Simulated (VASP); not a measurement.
# HfC (Fm-3m) in VASP: a series of runs

The runs below take HfC through relaxation of cell and atoms, with LDA+U.

All numbers are computed with VASP 6.6.1; they aren't measurements. Logs are shortened: lines on timing, memory, paths and dates and some standing lists are left out, and cuts for length are marked.

### 1 The cell of the first run

It takes space group Fm-3m (No. 225, cubic). Conventional cell: a = 4.650 Å, b = 4.650 Å, c = 4.650 Å, α = 90.00°, β = 90.00°, γ = 90.00°. Hf (site symmetry m-3m) has 6 C at 2.33 Å within 3.1 Å. Within 3.1 Å of C (site symmetry m-3m) lie 6 Hf at 2.33 Å.

### 2 Relaxation of cell and atoms, LDA+U

Input file INCAR:

```
PREC     = Accurate       # precision mode
ENCUT    = 600            # plane-wave cutoff, eV
EDIFF    = 1E-6           # SCF threshold, eV
ISMEAR   = -1             # smearing method
SIGMA    = 0.05           # smearing width, eV
LREAL    = False          # projectors in reciprocal space
LASPH    = True           # aspherical terms in the spheres
NELM     = 150            # most SCF steps
ALGO     = Normal         # electronic algorithm
ISIF     = 3              # what is computed and relaxed
LWAVE    = False          # write WAVECAR
LCHARG   = False          # write CHGCAR
LMAXMIX  = 4              # l up to which the mixer works
LDAU     = True           # DFT+U
LDAUTYPE = 2            
LDAUL    = 2 -1           # shell
LDAUU    = 1 0            # U, eV
LDAUJ    = 0 0          
LDAUPRINT= 1            
IBRION   = 2              # ionic algorithm
NSW      = 60             # ionic steps
EDIFFG   = -0.01          # ionic threshold
```

Input file KPOINTS:

```
Automatic mesh
0
Gamma
  10 10 10
```

Input file POSCAR:

```
HfC
1.0
    0.0000000000      2.3250000000      2.3250000000
    2.3250000000      0.0000000000      2.3250000000
    2.3250000000      2.3250000000      0.0000000000
Hf C
1 1
Direct
    0.5000000000      0.5000000000      0.5000000000
    0.0000000000      0.0000000000      0.0000000000
```

Potentials or basis: VASP PAW LDA potentials, release 64 (Hf_pv, C).

Command:

```
> cat potpaw_LDA.64/Hf_pv/POTCAR potpaw_LDA.64/C/POTCAR > POTCAR
> mpirun -np 1 vasp_std > vasp.out
```

OUTCAR:

```text
PREC = Accurate
   ENCUT = 600
   EDIFF = 1E-6
   ISMEAR = -1
   LREAL = False
   LASPH = True
   NELM = 150
   ISIF = 3
   IBRION = 2
   NSW = 60
   EDIFFG = -0.01

 ion  position               nearest neighbor table
   1  0.500  0.500  0.500-   2 2.33   2 2.33   2 2.33   2 2.33   2 2.33   2 2.33
   2  0.000  0.000  0.000-   1 2.33   1 2.33   1 2.33   1 2.33   1 2.33   1 2.33

  LATTYP: Found a face centered cubic cell.
 ALAT       =     4.6500000000

  Lattice vectors:

 A1 = (   0.0000000000,   2.3250000000,   2.3250000000)
 A2 = (   2.3250000000,   0.0000000000,   2.3250000000)
 A3 = (   2.3250000000,   2.3250000000,   0.0000000000)

Analysis of symmetry for initial positions (statically):
=====================================================================
 Subroutine PRICEL returns:
 Original cell was already a primitive cell.

 Routine SETGRP: Setting up the symmetry group for a
 face centered cubic supercell.

 Subroutine GETGRP returns: Found 48 space group operations
 (whereof 48 operations were pure point group operations)
 out of a pool of 48 trial point group operations.

The static configuration has the point symmetry O_h .

Analysis of symmetry for dynamics (positions and initial velocities):
=====================================================================
 Subroutine PRICEL returns:
 Original cell was already a primitive cell.

 Routine SETGRP: Setting up the symmetry group for a
 face centered cubic supercell.

 Subroutine GETGRP returns: Found 48 space group operations
 (whereof 48 operations were pure point group operations)
 out of a pool of 48 trial point group operations.

The dynamic configuration has the point symmetry O_h .

 Subroutine INISYM returns: Found 48 space group operations
 (whereof 48 operations are pure point group operations),
 and found     1 'primitive' translations

----------------------------------------------------------------------------------------

                                     Primitive cell

  volume of cell :      25.1362

  direct lattice vectors                    reciprocal lattice vectors
     0.000000000  2.325000000  2.325000000    -0.215053763  0.215053763  0.215053763
     2.325000000  0.000000000  2.325000000     0.215053763 -0.215053763  0.215053763
     2.325000000  2.325000000  0.000000000     0.215053763  0.215053763 -0.215053763

  length of vectors
     3.288046533  3.288046533  3.288046533     0.372484045  0.372484045  0.372484045

  position of ions in fractional coordinates (direct lattice)
     0.500000000  0.500000000  0.500000000
     0.000000000  0.000000000  0.000000000

  ion indices of the primitive-cell ions
   primitive index   ion index
                 1           1
                 2           2

----------------------------------------------------------------------------------------

 KPOINTS: Automatic mesh

Automatic generation of k-mesh.
 Grid dimensions read from file:
 generate k-points for:   10   10   10

 Generating k-lattice:

  Cartesian coordinates                     Fractional coordinates (reciprocal lattice)
    -0.021505376  0.021505376  0.021505376     0.100000000  0.000000000  0.000000000
     0.021505376 -0.021505376  0.021505376     0.000000000  0.100000000  0.000000000
     0.021505376  0.021505376 -0.021505376     0.000000000  0.000000000  0.100000000

  Length of vectors
     0.037248404  0.037248404  0.037248404

  Shift w.r.t. Gamma in fractional coordinates (k-lattice)
     0.000000000  0.000000000  0.000000000

 Subroutine IBZKPT returns following result:
 ===========================================

 Found     47 irreducible k-points:

 Following reciprocal coordinates:
[... 54 lines left out ...]
   PSTRESS=    0.0 pullay stress
   NELECT =      14.0000    total number of electrons
   NUPDOWN=      -1.0000    fix difference up-down
   EMIN   =  10.00;   EMAX   =-10.00  energy-range for DOS
   EFERMI =   0.00;   METHOD = LEGACY
   ISMEAR =    -1;   SIGMA  =   0.05  broadening in eV -4-tet -1-fermi 0-gaus
   EFERMI_NEDOS =   21; number of points for ismear=-14 and -15
   IALGO  =     38    algorithm
   IMIX   =      4    mixing-type and parameters
     AMIX     =   0.40;   BMIX     =  1.00
     AMIX_MAG =   1.60;   BMIX_MAG =  1.00
  volume/ion in A,a.u.               =      12.57        84.81
  Fermi-wavevector in a.u.,A,eV,Ry     =   1.346949  2.545365 24.684672  1.814272
  Thomas-Fermi vector in A             =   2.474740
   LORBIT       =      0    0 simple, 1 ext, 2 COOP (PROOUT), +10 PAW based schemes
 LDA+U is selected, type is set to LDAUTYPE =  2
   angular momentum for each species LDAUL =     2   -1
   U (eV)           for each species LDAUU =   1.0  0.0
   J (eV)           for each species LDAUJ =   0.0  0.0
   GGA     = CA    functional components
   LHFCALC =     F    Hartree Fock is set to
   AEXX    =    0.0000 exact exchange contribution
   IVDW    =     0    specifies the selected vdW correction
   LEPSILON=     F    determine dielectric tensor
   LRPA    =     F    only Hartree local field effects (RPA)
 conjugate gradient relaxation of ions
 non-spin polarized calculation
  energy-cutoff  :      600.00
  volume of cell :       25.14
 maximum number of plane-waves:       869
 NGX is ok and might be reduce to    28
   NGX = 13   NGY = 13   NGZ = 13

--------------------------------------- Ionic step        1  -------------------------------------------

 number of electron      14.0000000 magnetization

 Free energy of the ion-electron system (eV)
  ---------------------------------------------------
  ext. energy  EPLUGINS =         0.00000000
  ---------------------------------------------------
  free energy    TOTEN  =       -22.15520270 eV

  energy without entropy =      -22.15236978  energy(sigma->0) =      -22.15378624

------------------------ aborting loop because EDIFF is reached ----------------------------------------

  FORCE on cell =-STRESS in cart. coord.  units (eV):
  Direction    XX          YY          ZZ          XY          YZ          ZX
  --------------------------------------------------------------------------------------
  -------------------------------------------------------------------------------------
  Total       -1.2834651     -1.2834651     -1.2834651      0.0000000     -0.0000000     -0.0000000
  in kB      -81.8079990    -81.8079990    -81.8079990      0.0000000     -0.0000000     -0.0000000
  external PRESSURE =     -81.8079990 kB  Pullay stress =       0.0000000 kB
[... 89 lines left out ...]
  FREE ENERGIE OF THE ION-ELECTRON SYSTEM (eV)
  ---------------------------------------------------
  free  energy   TOTEN  =       -22.1770256642 eV

  energy  without entropy=      -22.1743881888  energy(sigma->0) =      -22.17570693

atom =   1  type =  1  l = 2

 onsite density matrix

spin component  1

  0.1280 -0.0000  0.0000 -0.0000  0.0000
 -0.0000  0.1280 -0.0000 -0.0000 -0.0000
  0.0000 -0.0000  0.2473 -0.0000  0.0000
 -0.0000 -0.0000 -0.0000  0.1280 -0.0000
  0.0000 -0.0000  0.0000 -0.0000  0.2473

spin component  2

  0.1280 -0.0000  0.0000 -0.0000  0.0000
 -0.0000  0.1280 -0.0000 -0.0000 -0.0000
  0.0000 -0.0000  0.2473 -0.0000  0.0000
 -0.0000 -0.0000 -0.0000  0.1280 -0.0000
  0.0000 -0.0000  0.0000 -0.0000  0.2473

 occupancies and eigenvectors

  o =  0.1280  v =  1.0000  0.0000  0.0000  0.0000  0.0000  0.0000  0.0000  0.0000  0.0000  0.0000      0.0000  0.0000  0.0000  0.0000  0.0000  0.0000  0.0000  0.0000  0.0000  0.0000
  o =  0.1280  v =  0.0000  0.0000  0.0000  0.0000  0.0000  1.0000  0.0000  0.0000  0.0000  0.0000      0.0000  0.0000  0.0000  0.0000  0.0000  0.0000  0.0000  0.0000  0.0000  0.0000
  o =  0.1280  v =  0.0000  0.9983  0.0000 -0.0590  0.0000  0.0000  0.0000  0.0000  0.0000  0.0000      0.0000  0.0000  0.0000  0.0000  0.0000  0.0000  0.0000  0.0000  0.0000  0.0000
  o =  0.1280  v =  0.0000  0.0000  0.0000  0.0000  0.0000  0.0000  0.9983  0.0000 -0.0590  0.0000      0.0000  0.0000  0.0000  0.0000  0.0000  0.0000  0.0000  0.0000  0.0000  0.0000
  o =  0.1280  v =  0.0000  0.0000  0.0000  0.0000  0.0000  0.0000 -0.0590 -0.0000 -0.9983 -0.0000      0.0000  0.0000  0.0000  0.0000  0.0000  0.0000  0.0000  0.0000  0.0000  0.0000
  o =  0.1280  v =  0.0000 -0.0590 -0.0000 -0.9983 -0.0000  0.0000  0.0000  0.0000  0.0000  0.0000      0.0000  0.0000  0.0000  0.0000  0.0000  0.0000  0.0000  0.0000  0.0000  0.0000
  o =  0.2473  v =  0.0000  0.0000  0.0000  0.0000  0.0000  0.0000  0.0000 -1.0000  0.0000 -0.0003      0.0000  0.0000  0.0000  0.0000  0.0000  0.0000  0.0000  0.0000  0.0000  0.0000
  o =  0.2473  v =  0.0000  0.0000 -1.0000  0.0000 -0.0003  0.0000  0.0000  0.0000  0.0000  0.0000      0.0000  0.0000  0.0000  0.0000  0.0000  0.0000  0.0000  0.0000  0.0000  0.0000
  o =  0.2473  v =  0.0000  0.0000  0.0000  0.0000  0.0000  0.0000 -0.0000 -0.0003  0.0000  1.0000      0.0000  0.0000  0.0000  0.0000  0.0000  0.0000  0.0000  0.0000  0.0000  0.0000
  o =  0.2473  v =  0.0000 -0.0000 -0.0003  0.0000  1.0000  0.0000  0.0000  0.0000  0.0000  0.0000      0.0000  0.0000  0.0000  0.0000  0.0000  0.0000  0.0000  0.0000  0.0000  0.0000

--------------------------------------- Ionic step        4  -------------------------------------------

 number of electron      13.9999999 magnetization

 Free energy of the ion-electron system (eV)
  ---------------------------------------------------
  ext. energy  EPLUGINS =         0.00000000
  ---------------------------------------------------
  free energy    TOTEN  =       -22.17703391 eV

  energy without entropy =      -22.17439956  energy(sigma->0) =      -22.17571673

 E-fermi :   6.2589     XC(G=0): -12.6530

 val. band max:        6.2343124570   @ k =   0.1000   0.0000   0.0000
 cond. band min:       6.3899108430   @ k =   0.1000   0.1000   0.0000
 fundamental gap:      0.1555983859
 Fermi energy:         6.2589498540

 k-point     1 :       0.0000    0.0000    0.0000
  band No.  band energies     occupation
      1     -23.2100      2.00000
      2     -23.2100      2.00000
      3     -23.2100      2.00000
      4      -6.1478      2.00000
      5       7.2441      0.00000
      6       7.2441      0.00000
      7       7.2441      0.00000
      8       7.6680      0.00000
      9       7.6680      0.00000
     10       7.6680      0.00000
     11       9.7194      0.00000
[... 309 lines left out ...]
 k-point    24 :       0.4000    0.3000    0.0000
  band No.  band energies     occupation
      1     -23.7763      2.00000
      2     -23.4373      2.00000
      3     -23.4134      2.00000
      4      -3.9306      2.00000
      5       2.4685      2.00000
      6       4.3859      2.00000
      7       5.5260      2.00000
      8       6.4550      0.03887
      9      11.7994      0.00000
     10      12.9052      0.00000
     11      13.0285      0.00000

 [... further k-points ...]
[... 5 lines left out ...]
  --------------------------------------------------------------------------------------
  -------------------------------------------------------------------------------------
  Total        0.0025993      0.0025993      0.0025993     -0.0000000     -0.0000000      0.0000000
  in kB        0.1713536      0.1713536      0.1713536     -0.0000000     -0.0000000      0.0000000
  external PRESSURE =       0.1713536 kB  Pullay stress =       0.0000000 kB
[... 17 lines left out ...]
  FREE ENERGIE OF THE ION-ELECTRON SYSTEM (eV)
  ---------------------------------------------------
  free  energy   TOTEN  =       -22.1770339054 eV

  energy  without entropy=      -22.1743995585  energy(sigma->0) =      -22.17571673

 reached required accuracy - stopping structural energy minimisation
```

Wall time 38 s (1 thread of Intel Xeon Platinum 8259CL at 2.50GHz (Skylake/Cascade Lake), shared host); peak memory 0.16 GiB.

What came out:

| Property | Result |
| --- | --- |
| Free energy | -22.1770 eV |
| Relaxed volume | 12.15 Å³/atom |
| Relaxed cell | a = 3.251 Å, b = 3.251 Å, c = 3.251 Å, α = 60.00°, β = 60.00°, γ = 60.00° |
| Space group after relaxing (to 0.05 Å) | Fm-3m (No. 225) |
| Energy gained by relaxing | 10.9 meV/atom |
| Ionic steps | 4 |
| Pressure after relaxing | 0.0 GPa |
| Band gap on the k mesh | zero (band 7 reaches 7.24 eV, above the bottom of band 8 at 5.84 eV) |

Step by step:
```csv
step,energy change (eV),largest force (eV/Å),pressure (GPa),volume (Å³)
1,0.0000,0.0000,-8.18,25.14
2,0.0538,0.0000,17.79,22.87
3,-0.0218,0.0000,-0.16,24.32
4,-0.0218,0.0000,0.02,24.30
```

Final structure:
```
Hf C
1.0
     0.00000    2.29906    2.29906
     2.29906    0.00000    2.29906
     2.29906    2.29906    0.00000
Hf C
1 1
Cartesian
  2.2991 2.2991 2.2991
  2.2991 2.2991 4.5981
```

Levels at points of the mesh, in eV from the Fermi level:
```tsv
k point	band 3	band 4	band 5	band 6	band 7	band 8	band 9	band 10	band 11
(0.00, 0.00, 0.00)	-29.47	-12.41	0.99	0.99	0.99	1.41	1.41	1.41	3.46
(0.50, 0.00, 0.00)	-29.55	-8.35	-6.33	-3.10	-3.10	5.53	5.53	5.98	6.68
(0.50, 0.50, 0.00)	-29.74	-10.41	-2.56	-1.88	-0.09	-0.09	5.48	7.04	7.04
```

Eigenvalues of the final occupation matrices:
| site | spin | trace | eigenvalues |
| --- | --- | --- | --- |
| site 1 d | 1 | 0.88 | 0.13 0.13 0.13 0.25 0.25 |
| site 1 d | 2 | 0.88 | 0.13 0.13 0.13 0.25 0.25 |

Caveat: spin-orbit coupling is left out, which moves the levels of the heavy elements; U without spin polarisation on a metal has little footing; the U is typed as a test and isn't derived for this compound.

(Part 1 of 2 ends here.)
